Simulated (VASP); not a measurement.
# AlP (m) (F-43m) in VASP: notebook

AlP (m) is run at these levels: PBE; tasks: single point.

Everything below comes from runs of VASP 6.6.1. Logs are shortened: lines on timing, memory, paths and dates and some standing lists are left out, and cuts for length are marked.

### 1 The cell of the first run

The structure is cubic, space group F-43m (No. 216). The conventional cell has a = 5.473 Å, b = 5.473 Å, c = 5.473 Å, α = 90.00°, β = 90.00°, γ = 90.00°. Within 3.1 Å of Al (site symmetry -43m) lie 4 P at 2.37 Å. P (site symmetry -43m) has 4 Al at 2.37 Å within 3.1 Å.

### 2 Single point, PBE

Contents of INCAR:

```
SYSTEM = AlP
  PREC = Accurate
  ENCUT = 500
  EDIFF = 1E-6
  ISMEAR = 0
  SIGMA = 0.1
  LREAL = .False.
  LASPH = .True.
  NELM = 120
  ALGO = Normal
  ISIF = 2
  LWAVE = .False.
  LCHARG = .False.
  GGA = PE
  NBANDS = 11
  GGA_COMPAT = .False.
```

Contents of KPOINTS:

```
regular mesh
0
Gamma
  6 6 6
  0 0 0
```

Contents of POSCAR:

```
AlP
1.0
    0.0000000000      2.7364837100      2.7364837100
    2.7364837100      0.0000000000      2.7364837100
    2.7364837100      2.7364837100      0.0000000000
Al P
1 1
Direct
    0.0000000000      0.0000000000      0.0000000000
    0.2500000000      0.2500000000      0.2500000000
```

Potentials or basis: VASP PAW PBE potentials, release 64 (Al, P).

The run is started by

```
> cat potpaw_PBE.64/Al/POTCAR potpaw_PBE.64/P/POTCAR > POTCAR
> mpirun -np 1 vasp_std > vasp.out
```

OUTCAR:

```text
SYSTEM = AlP
   PREC = Accurate
   ENCUT = 500
   EDIFF = 1E-6
   ISMEAR = 0
   LREAL = .False.
   LASPH = .True.
   NELM = 120
   ISIF = 2
   GGA = PE

 ion  position               nearest neighbor table
   1  0.000  0.000  0.000-   2 2.37   2 2.37   2 2.37   2 2.37
   2  0.250  0.250  0.250-   1 2.37   1 2.37   1 2.37   1 2.37

  LATTYP: Found a face centered cubic cell.
 ALAT       =     5.4729674200

  Lattice vectors:

 A1 = (   0.0000000000,   2.7364837100,   2.7364837100)
 A2 = (   2.7364837100,   0.0000000000,   2.7364837100)
 A3 = (   2.7364837100,   2.7364837100,   0.0000000000)

Analysis of symmetry for initial positions (statically):
=====================================================================
 Subroutine PRICEL returns:
 Original cell was already a primitive cell.

 Routine SETGRP: Setting up the symmetry group for a
 face centered cubic supercell.

 Subroutine GETGRP returns: Found 24 space group operations
 (whereof 24 operations were pure point group operations)
 out of a pool of 48 trial point group operations.

The static configuration has the point symmetry T_d .

Analysis of symmetry for dynamics (positions and initial velocities):
=====================================================================
 Subroutine PRICEL returns:
 Original cell was already a primitive cell.

 Routine SETGRP: Setting up the symmetry group for a
 face centered cubic supercell.

 Subroutine GETGRP returns: Found 24 space group operations
 (whereof 24 operations were pure point group operations)
 out of a pool of 48 trial point group operations.

The dynamic configuration has the point symmetry T_d .

 Subroutine INISYM returns: Found 24 space group operations
 (whereof 24 operations are pure point group operations),
 and found     1 'primitive' translations

----------------------------------------------------------------------------------------

                                     Primitive cell

  volume of cell :      40.9835

  direct lattice vectors                    reciprocal lattice vectors
     0.000000000  2.736483710  2.736483710    -0.182716235  0.182716235  0.182716235
     2.736483710  0.000000000  2.736483710     0.182716235 -0.182716235  0.182716235
     2.736483710  2.736483710  0.000000000     0.182716235  0.182716235 -0.182716235

  length of vectors
     3.869972376  3.869972376  3.869972376     0.316473802  0.316473802  0.316473802

  position of ions in fractional coordinates (direct lattice)
     0.000000000  0.000000000  0.000000000
[... 76 lines left out ...]
   ISYM   =      2    0-nonsym 1-usesym 2-fastsym
   POTIM  = 0.5000    time-step for ionic-motion
   TEBEG  =    0.0;   TEEND  =   0.0 temperature during run
   PSTRESS=    0.0 pullay stress
   NELECT =       8.0000    total number of electrons
   NUPDOWN=      -1.0000    fix difference up-down
   EMIN   =  10.00;   EMAX   =-10.00  energy-range for DOS
   EFERMI =   0.00;   METHOD = LEGACY
   ISMEAR =     0;   SIGMA  =   0.10  broadening in eV -4-tet -1-fermi 0-gaus
   EFERMI_NEDOS =   21; number of points for ismear=-14 and -15
   IALGO  =     38    algorithm
   IMIX   =      4    mixing-type and parameters
     AMIX     =   0.40;   BMIX     =  1.00
     AMIX_MAG =   1.60;   BMIX_MAG =  1.00
  volume/ion in A,a.u.               =      20.49       138.29
  Fermi-wavevector in a.u.,A,eV,Ry     =   0.949661  1.794599 12.270497  0.901856
  Thomas-Fermi vector in A             =   2.077965
   LORBIT       =      0    0 simple, 1 ext, 2 COOP (PROOUT), +10 PAW based schemes
   GGA     = PE    functional components
   LHFCALC =     F    Hartree Fock is set to
   AEXX    =    0.0000 exact exchange contribution
   IVDW    =     0    specifies the selected vdW correction
   LEPSILON=     F    determine dielectric tensor
   LRPA    =     F    only Hartree local field effects (RPA)
 non-spin polarized calculation
 Gauss-broadening in eV      SIGMA  =   0.10
  energy-cutoff  :      500.00
  volume of cell :       40.98
 maximum number of plane-waves:      1056
   NGX = 15   NGY = 15   NGZ = 15

 number of electron       8.0000001 magnetization

 Free energy of the ion-electron system (eV)
  ---------------------------------------------------
  ext. energy  EPLUGINS =         0.00000000
  ---------------------------------------------------
  free energy    TOTEN  =       -10.36562031 eV

  energy without entropy =      -10.36562031  energy(sigma->0) =      -10.36562031

 E-fermi :   4.9315     XC(G=0):  -9.1793

 val. band max:        4.5199597749   @ k =   0.0000   0.0000   0.0000
 cond. band min:       6.1104908504   @ k =   0.5000   0.5000   0.0000
 fundamental gap:      1.5905310755
 Fermi energy:         4.9315412106

 k-point     1 :       0.0000    0.0000    0.0000
  band No.  band energies     occupation
      1      -6.9453      2.00000
      2       4.5200      2.00000
      3       4.5200      2.00000
      4       4.5200      2.00000
      5       7.7642      0.00000
      6       9.0686      0.00000
      7       9.0686      0.00000
      8       9.0686      0.00000
      9      13.3441      0.00000
     10      13.3441      0.00000
     11      14.7588      0.00000
[... 197 lines left out ...]
 k-point    16 :      -0.3333    0.5000    0.1667
  band No.  band energies     occupation
      1      -4.5905      2.00000
      2      -0.5027      2.00000
      3       1.6351      2.00000
      4       1.8752      2.00000
      5       7.8387      0.00000
      6       8.8209      0.00000
      7      12.1477      0.00000
      8      12.4946      0.00000
      9      15.7184      0.00000
     10      16.4359      0.00000
     11      17.7447      0.00000

------------------------ aborting loop because EDIFF is reached ----------------------------------------

  FORCE on cell =-STRESS in cart. coord.  units (eV):
  Direction    XX          YY          ZZ          XY          YZ          ZX
  --------------------------------------------------------------------------------------
  -------------------------------------------------------------------------------------
  Total        0.4023545      0.4023545      0.4023545      0.0000000     -0.0000000      0.0000000
  in kB       15.7293535     15.7293535     15.7293535      0.0000000     -0.0000000      0.0000000
  external PRESSURE =      15.7293535 kB  Pullay stress =       0.0000000 kB

 VOLUME and BASIS-vectors are now :
 -----------------------------------------------------------------------------
  energy-cutoff  :      500.00
  volume of cell :       40.98
      direct lattice vectors                 reciprocal lattice vectors
     0.000000000  2.736483710  2.736483710    -0.182716235  0.182716235  0.182716235
     2.736483710  0.000000000  2.736483710     0.182716235 -0.182716235  0.182716235
     2.736483710  2.736483710  0.000000000     0.182716235  0.182716235 -0.182716235

 POSITION                                       TOTAL-FORCE (eV/Angst)
 -----------------------------------------------------------------------------------
      0.00000      0.00000      0.00000        -0.000000     -0.000000     -0.000000
      1.36824      1.36824      1.36824         0.000000      0.000000      0.000000
 -----------------------------------------------------------------------------------
    total drift:                               -0.000000     -0.000000      0.000000

  FREE ENERGIE OF THE ION-ELECTRON SYSTEM (eV)
  ---------------------------------------------------
  free  energy   TOTEN  =       -10.3656203150 eV

  energy  without entropy=      -10.3656203149  energy(sigma->0) =      -10.36562031
```

OSZICAR:

```text
N       E                     dE             d eps       ncg     rms          rms(c)
DAV:   1     0.115388038450E+02    0.11539E+02   -0.29169E+03   352   0.540E+02
DAV:   2    -0.978267645024E+01   -0.21321E+02   -0.19749E+02   443   0.873E+01
DAV:   3    -0.107075233985E+02   -0.92485E+00   -0.92252E+00   432   0.176E+01
DAV:   4    -0.107163389436E+02   -0.88155E-02   -0.88143E-02   461   0.209E+00
DAV:   5    -0.107164662685E+02   -0.12732E-03   -0.12732E-03   453   0.227E-01    0.449E+00
DAV:   6    -0.104078555286E+02    0.30861E+00   -0.62133E-01   388   0.292E+00    0.286E+00
DAV:   7    -0.103650413698E+02    0.42814E-01   -0.22068E-01   418   0.191E+00    0.144E+00
DAV:   8    -0.103655459008E+02   -0.50453E-03   -0.15532E-02   411   0.608E-01    0.238E-01
DAV:   9    -0.103654539880E+02    0.91913E-04   -0.73665E-04   425   0.149E-01    0.982E-02
DAV:  10    -0.103656138553E+02   -0.15987E-03   -0.23760E-04   397   0.804E-02    0.119E-02
DAV:  11    -0.103656195247E+02   -0.56695E-05   -0.25338E-05   437   0.232E-02    0.856E-03
DAV:  12    -0.103656203150E+02   -0.79022E-06   -0.16625E-06   403   0.713E-03
   1 F= -.10365620E+02 E0= -.10365620E+02  d E =-.344483E-10
```

stdout:

```text
POSCAR found type information on POSCAR AlP
 POSCAR found :  2 types and       2 ions
 scaLAPACK will be used
 LDA part: xc-table for (Slater+PW92), standard interpolation
 POSCAR, INCAR and KPOINTS ok, starting setup
 FFT: planning ... GRIDC
 FFT: planning ... GRID_SOFT
 FFT: planning ... GRID
 WAVECAR not read
 entering main loop
```

It took 12 s on 1 thread of AMD EPYC 7R13, shared host; peak memory 0.12 GiB.

What came out:

* Free energy: -10.3656 eV
* Pressure: 1.6 GPa
* Band gap on the k mesh: 1.59 eV, indirect (least direct gap 3.24 eV)

### 3 Single point, PBE

This run uses another cell than the first one, of 20.88 Å³/atom, 1.019 times its volume.

Contents of INCAR:

```
SYSTEM = AlP
PREC = Accurate
ENCUT = 500
EDIFF = 1E-6
ISMEAR = 0
SIGMA = 0.02
LREAL = .False.
LASPH = .True.
NELM = 120
ALGO = Normal
ISIF = 2
LWAVE = .False.
LCHARG = .False.
GGA = PE
NBANDS = 11
GGA_COMPAT = .False.
```

Contents of KPOINTS:

```
regular mesh
0
Gamma
  8 8 8
  0 0 0
```

Contents of POSCAR:

```
AlP
1.0
    0.0000000000      2.7536699439      2.7536699439
    2.7536699439      0.0000000000      2.7536699439
    2.7536699439      2.7536699439      0.0000000000
Al P
1 1
Direct
    0.0000000000      0.0000000000      0.0000000000
    0.2500000000      0.2500000000      0.2500000000
```

Potentials or basis: VASP PAW PBE potentials, release 64 (Al, P).

The run is started by

```
> cat potpaw_PBE.64/Al/POTCAR potpaw_PBE.64/P/POTCAR > POTCAR
> mpirun -np 1 vasp_std > vasp.out
```

It took 21 s on 1 thread of AMD EPYC 7R13, shared host; peak memory 0.12 GiB.

The run converged. Its results:

```
Free energy            : -10.3768 eV
Pressure               : -0.1 GPa
Band gap on the k mesh : 1.63 eV, indirect (least direct gap 3.09 eV)
```

Levels at points of the mesh, in eV from the valence-band top:
| k point | band 1 | band 2 | band 3 | band 4 | band 5 | band 6 | band 7 | band 8 |
| --- | --- | --- | --- | --- | --- | --- | --- | --- |
| (0.00, 0.00, 0.00) | -11.36 | 0.00 | 0.00 | 0.00 | 3.09 | 4.53 | 4.53 | 4.53 |
| (0.50, 0.00, 0.00) | -9.74 | -5.41 | -0.75 | -0.75 | 2.72 | 4.81 | 4.81 | 8.20 |
| (0.50, 0.50, 0.00) | -9.11 | -5.22 | -2.05 | -2.05 | 1.63 | 2.47 | 10.85 | 10.85 |

A k mesh can miss the band edges.
